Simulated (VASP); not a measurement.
# Cu2As (lda) (P4/nmm) in VASP: notebook

Runs on Cu2As (lda). Level: LDA. Tasks: single point, relaxation of cell and atoms.

Program: VASP 6.6.1. These are calculated values, not measurements. Logs are shortened: lines on timing, memory, paths and dates and some standing lists are left out, and cuts for length are marked.

### Step 1. The cell of the first run

The structure is tetragonal, space group P4/nmm (No. 129). The conventional cell has a = 3.710 Å, b = 3.710 Å, c = 5.774 Å, α = 90.00°, β = 90.00°, γ = 90.00°. Cu (site symmetry -4m2) has 4 As at 2.51 Å and 8 Cu at 2.52 to 2.62 Å within 3.3 Å. Within 3.1 Å of Cu (site symmetry 4mm) lie 5 As at 2.38 to 2.62 Å and 4 Cu at 2.52 Å. As (site symmetry 4mm) has 9 Cu at 2.38 to 2.62 Å within 3.1 Å.

### Step 2. Single point, LDA

INCAR

```
SYSTEM = Cu2As
PREC = Accurate
ENCUT = 520
EDIFF = 1E-7
ISMEAR = 0
SIGMA = 0.1
LREAL = .False.
LASPH = .True.
NELM = 100
ALGO = Normal
ISIF = 2
LWAVE = .False.
LCHARG = .True.
LELF = .True.
LVHAR = .True.
NBANDS = 36
```

KPOINTS

```
Automatic mesh
0
Gamma
  10 10 6
  0 0 0
```

POSCAR

```
Cu2As
1.0
    3.7101925726      0.0000000000      0.0000000000
    0.0000000000      3.7101925726      0.0000000000
    0.0000000000      0.0000000000      5.7739377202
Cu As
4 2
Direct
    0.0000000000      0.0000000000      0.0000000000
    0.5000000000      0.5000000000      0.0000000000
    0.0000000000      0.5000000000      0.2960153230
    0.5000000000      0.0000000000      0.7039846770
    0.0000000000      0.5000000000      0.7083608356
    0.5000000000      0.0000000000      0.2916391644
```

Potentials or basis: VASP PAW LDA potentials, release 64 (Cu, As).

Run with:

```sh
$ cat potpaw_LDA.64/Cu/POTCAR potpaw_LDA.64/As/POTCAR > POTCAR
$ mpirun -np 1 vasp_std > vasp.out
```

OUTCAR:

```text
SYSTEM = Cu2As
   PREC = Accurate
   ENCUT = 520
   EDIFF = 1E-7
   ISMEAR = 0
   LREAL = .False.
   LASPH = .True.
   NELM = 100
   ISIF = 2

 ion  position               nearest neighbor table
   1  0.000  0.000  0.000-   5 2.51   6 2.51   5 2.51   6 2.51   3 2.52   3 2.52   4 2.52   4 2.52
                             2 2.62   2 2.62   2 2.62   2 2.62
   2  0.500  0.500  0.000-   5 2.51   6 2.51   6 2.51   5 2.51   4 2.52   3 2.52   3 2.52   4 2.52
                             1 2.62   1 2.62   1 2.62   1 2.62
   3  0.000  0.500  0.296-   5 2.38   2 2.52   1 2.52   1 2.52   2 2.52   6 2.62   6 2.62   6 2.62
                             6 2.62
   4  0.500  0.000  0.704-   6 2.38   2 2.52   1 2.52   2 2.52   1 2.52   5 2.62   5 2.62   5 2.62
                             5 2.62
   5  0.000  0.500  0.708-   3 2.38   2 2.51   1 2.51   1 2.51   2 2.51   4 2.62   4 2.62   4 2.62
                             4 2.62
   6  0.500  0.000  0.292-   4 2.38   2 2.51   1 2.51   2 2.51   1 2.51   3 2.62   3 2.62   3 2.62
                             3 2.62

  LATTYP: Found a simple tetragonal cell.
 ALAT       =     3.7101925726
 C/A-ratio  =     1.5562366662

  Lattice vectors:

 A1 = (   3.7101925726,   0.0000000000,   0.0000000000)
 A2 = (   0.0000000000,   3.7101925726,   0.0000000000)
 A3 = (   0.0000000000,   0.0000000000,   5.7739377202)

Analysis of symmetry for initial positions (statically):
=====================================================================
 Subroutine PRICEL returns:
 Original cell was already a primitive cell.

 Routine SETGRP: Setting up the symmetry group for a
 simple tetragonal supercell.

 Subroutine GETGRP returns: Found 16 space group operations
 (whereof  8 operations were pure point group operations)
 out of a pool of 16 trial point group operations.

The static configuration has the point symmetry D_2d.
 The point group associated with its full space group is D_4h.

Analysis of symmetry for dynamics (positions and initial velocities):
=====================================================================
 Subroutine PRICEL returns:
 Original cell was already a primitive cell.

 Routine SETGRP: Setting up the symmetry group for a
 simple tetragonal supercell.

 Subroutine GETGRP returns: Found 16 space group operations
 (whereof  8 operations were pure point group operations)
 out of a pool of 16 trial point group operations.

The dynamic configuration has the point symmetry D_2d.
 The point group associated with its full space group is D_4h.

 Subroutine INISYM returns: Found 16 space group operations
 (whereof  8 operations are pure point group operations),
 and found     1 'primitive' translations

----------------------------------------------------------------------------------------

                                     Primitive cell

  volume of cell :      79.4813

  direct lattice vectors                    reciprocal lattice vectors
     3.710192573  0.000000000  0.000000000     0.269527789  0.000000000  0.000000000
     0.000000000  3.710192573  0.000000000     0.000000000  0.269527789  0.000000000
     0.000000000  0.000000000  5.773937720     0.000000000  0.000000000  0.173192031

  length of vectors
     3.710192573  3.710192573  5.773937720     0.269527789  0.269527789  0.173192031

  position of ions in fractional coordinates (direct lattice)
     0.000000000  0.000000000  0.000000000
     0.500000000  0.500000000  0.000000000
     0.000000000  0.500000000  0.296015323
     0.500000000  0.000000000  0.703984677
     0.000000000  0.500000000  0.708360836
     0.500000000  0.000000000  0.291639164

  ion indices of the primitive-cell ions
   primitive index   ion index
                 1           1
                 2           2
                 3           3
                 4           4
                 5           5
                 6           6

----------------------------------------------------------------------------------------

 KPOINTS: Automatic mesh

Automatic generation of k-mesh.
 Grid dimensions read from file:
 generate k-points for:   10   10    6

 Generating k-lattice:

  Cartesian coordinates                     Fractional coordinates (reciprocal lattice)
     0.026952779  0.000000000  0.000000000     0.100000000  0.000000000  0.000000000
     0.000000000  0.026952779  0.000000000     0.000000000  0.100000000  0.000000000
     0.000000000  0.000000000  0.028865338     0.000000000  0.000000000  0.166666667

  Length of vectors
     0.026952779  0.026952779  0.028865338

  Shift w.r.t. Gamma in fractional coordinates (k-lattice)
     0.000000000  0.000000000  0.000000000

 Subroutine IBZKPT returns following result:
 ===========================================

 Found     84 irreducible k-points:

 Following reciprocal coordinates:
            Coordinates               Weight
  0.000000  0.000000  0.000000      1.000000
  0.100000  0.000000  0.000000      4.000000
  0.200000  0.000000  0.000000      4.000000
  0.300000  0.000000  0.000000      4.000000
  0.400000  0.000000  0.000000      4.000000
  0.500000  0.000000  0.000000      2.000000
[... 16 lines left out ...]
  0.100000  0.000000  0.166667      8.000000
  0.200000  0.000000  0.166667      8.000000
 [... further k-points ...]
   k-points           NKPTS =     84   k-points in BZ     NKDIM =     84   number of bands    NBANDS=     36
   number of dos      NEDOS =    301   number of ions     NIONS =      6
   total plane-waves  NPLWV =  37632
   dimension x,y,z NGX =    28 NGY =   28 NGZ =   48
   dimension x,y,z NGXF=    56 NGYF=   56 NGZF=   96
   ions per type =               4   2
   NGX,Y,Z   is equivalent  to a cutoff of  12.55, 12.55, 13.82 a.u.
   NGXF,Y,Z  is equivalent  to a cutoff of  25.09, 25.09, 27.64 a.u.
 SYSTEM =  Cu2As
   PREC   = accura    normal or accurate (medium, high low for compatibility)
   ISTART =      0    job   : 0-new  1-cont  2-samecut
   ICHARG =      2    charge: 1-file 2-atom 10-const
   ISPIN  =      1    spin polarized calculation?
   LNONCOLLINEAR =      F non collinear calculations
   LSORBIT =      F    spin-orbit coupling
   LASPH  =      T    aspherical Exc in radial PAW
   ENCUT  =  520.0 eV  38.22 Ry    6.18 a.u.   6.90  6.90 10.74*2*pi/ulx,y,z
   NELM   =    100;   NELMIN=  2; NELMDL= -5     # of ELM steps
   EDIFF  = 0.1E-06   stopping-criterion for ELM
   LREAL  =      F    real-space projection
   EDIFFG = 0.1E-05   stopping-criterion for IOM
   NSW    =      0    number of steps for IOM
   IBRION =     -1    ionic relax: 0-MD 1-quasi-New 2-CG
   NFREE  =      0    steps in history (QN), initial steepest desc. (CG)
   ISIF   =      2    stress and relaxation
   ISYM   =      2    0-nonsym 1-usesym 2-fastsym
   POTIM  = 0.5000    time-step for ionic-motion
   TEBEG  =    0.0;   TEEND  =   0.0 temperature during run
   PSTRESS=    0.0 pullay stress
   NELECT =      54.0000    total number of electrons
   NUPDOWN=      -1.0000    fix difference up-down
   EMIN   =  10.00;   EMAX   =-10.00  energy-range for DOS
   EFERMI =   0.00;   METHOD = LEGACY
   ISMEAR =     0;   SIGMA  =   0.10  broadening in eV -4-tet -1-fermi 0-gaus
   EFERMI_NEDOS =   21; number of points for ismear=-14 and -15
   IALGO  =     38    algorithm
   IMIX   =      4    mixing-type and parameters
     AMIX     =   0.40;   BMIX     =  1.00
     AMIX_MAG =   1.60;   BMIX_MAG =  1.00
  volume/ion in A,a.u.               =      13.25        89.39
  Fermi-wavevector in a.u.,A,eV,Ry     =   1.439189  2.719672 28.181261  2.071264
  Thomas-Fermi vector in A             =   2.558072
   LORBIT       =      0    0 simple, 1 ext, 2 COOP (PROOUT), +10 PAW based schemes
   GGA     = CA    functional components
   LHFCALC =     F    Hartree Fock is set to
   AEXX    =    0.0000 exact exchange contribution
   IVDW    =     0    specifies the selected vdW correction
   LEPSILON=     F    determine dielectric tensor
   LRPA    =     F    only Hartree local field effects (RPA)
 non-spin polarized calculation
 Gauss-broadening in eV      SIGMA  =   0.10
  energy-cutoff  :      520.00
  volume of cell :       79.48
 maximum number of plane-waves:      2164
 NGX is ok and might be reduce to    28
   NGX = 13   NGY = 13   NGZ = 21

 number of electron      54.0000089 magnetization

 Free energy of the ion-electron system (eV)
  ---------------------------------------------------
  ext. energy  EPLUGINS =         0.00000000
  ---------------------------------------------------
  free energy    TOTEN  =       -29.59637018 eV

  energy without entropy =      -29.58910963  energy(sigma->0) =      -29.59273991

 E-fermi :   8.0134     XC(G=0): -12.4173

 val. band max:        7.9883527924   @ k =   0.2000   0.1000   0.0000
 cond. band min:       8.0463093422   @ k =   0.5000   0.2000   0.5000
 fundamental gap:      0.0579565498
 Fermi energy:         8.0134117866

 k-point     1 :       0.0000    0.0000    0.0000
  band No.  band energies     occupation
      1      -5.8324      2.00000
      2      -3.6890      2.00000
      3       0.6384      2.00000
      4       2.7311      2.00000
      5       2.9483      2.00000
      6       2.9483      2.00000
[... 28 lines left out ...]
     35      15.4041      0.00000
     36      16.9515      0.00000

 k-point     2 :       0.1000    0.0000    0.0000
  band No.  band energies     occupation
      1      -5.7422      2.00000
      2      -3.6522      2.00000
      3       0.7306      2.00000
      4       2.7341      2.00000
      5       2.8675      2.00000
      6       2.9474      2.00000
[... 28 lines left out ...]
     35      15.7547      0.00000
     36      16.8220      0.00000
[... 817 lines left out ...]
     35      14.6702      0.00000
     36      17.0855      0.00000

 k-point    24 :       0.2000    0.0000    0.1667
  band No.  band energies     occupation
      1      -5.3815      2.00000
      2      -3.7404      2.00000
      3       1.0088      2.00000
      4       2.4631      2.00000
      5       2.5298      2.00000
      6       2.9545      2.00000
[... 28 lines left out ...]
     35      15.5797      0.00000
     36      15.8897      0.00000

 [... further k-points ...]

------------------------ aborting loop because EDIFF is reached ----------------------------------------

  FORCE on cell =-STRESS in cart. coord.  units (eV):
  Direction    XX          YY          ZZ          XY          YZ          ZX
  --------------------------------------------------------------------------------------
  -------------------------------------------------------------------------------------
  Total        0.2658342      0.2658342      0.3870894      0.0000000      0.0000000      0.0000000
  in kB        5.3586634      5.3586634      7.8029142      0.0000000      0.0000000      0.0000000
  external PRESSURE =       6.1734136 kB  Pullay stress =       0.0000000 kB

 VOLUME and BASIS-vectors are now :
 -----------------------------------------------------------------------------
  energy-cutoff  :      520.00
  volume of cell :       79.48
      direct lattice vectors                 reciprocal lattice vectors
     3.710192573  0.000000000  0.000000000     0.269527789  0.000000000  0.000000000
     0.000000000  3.710192573  0.000000000     0.000000000  0.269527789  0.000000000
     0.000000000  0.000000000  5.773937720     0.000000000  0.000000000  0.173192031

 POSITION                                       TOTAL-FORCE (eV/Angst)
 -----------------------------------------------------------------------------------
      0.00000      0.00000      0.00000         0.000000      0.000000      0.000000
      1.85510      1.85510      0.00000         0.000000     -0.000000      0.000000
      0.00000      1.85510      1.70917        -0.000000     -0.000000      0.017708
      1.85510      0.00000      4.06476         0.000000      0.000000     -0.017708
      0.00000      1.85510      4.09003         0.000000      0.000000     -0.003459
      1.85510      0.00000      1.68391         0.000000      0.000000      0.003459
 -----------------------------------------------------------------------------------
    total drift:                                0.000000      0.000000      0.000000

  FREE ENERGIE OF THE ION-ELECTRON SYSTEM (eV)
  ---------------------------------------------------
  free  energy   TOTEN  =       -29.5963701789 eV

  energy  without entropy=      -29.5891096339  energy(sigma->0) =      -29.59273991
```

Wall time 5.7 min (1 thread of Intel Xeon Platinum 8259CL at 2.50GHz (Skylake/Cascade Lake), shared host); peak memory 0.3 GiB.

Results:

| Item | Value |
| --- | --- |
| Free energy | -29.5964 eV |
| Pressure | 0.6 GPa |
| Largest force | 0.018 eV/Å |
| Band gap on the k mesh | zero (band 27 reaches 9.53 eV, above the bottom of band 28 at 5.90 eV) |

Forces in eV/Å, atoms in the order of the input:
```
Cu   0.000  0.000  0.000
Cu   0.000  0.000  0.000
Cu   0.000  0.000  0.018
Cu   0.000  0.000 -0.018
As   0.000  0.000 -0.003
As   0.000  0.000  0.003
```

(Part 1 of 2 ends here.)
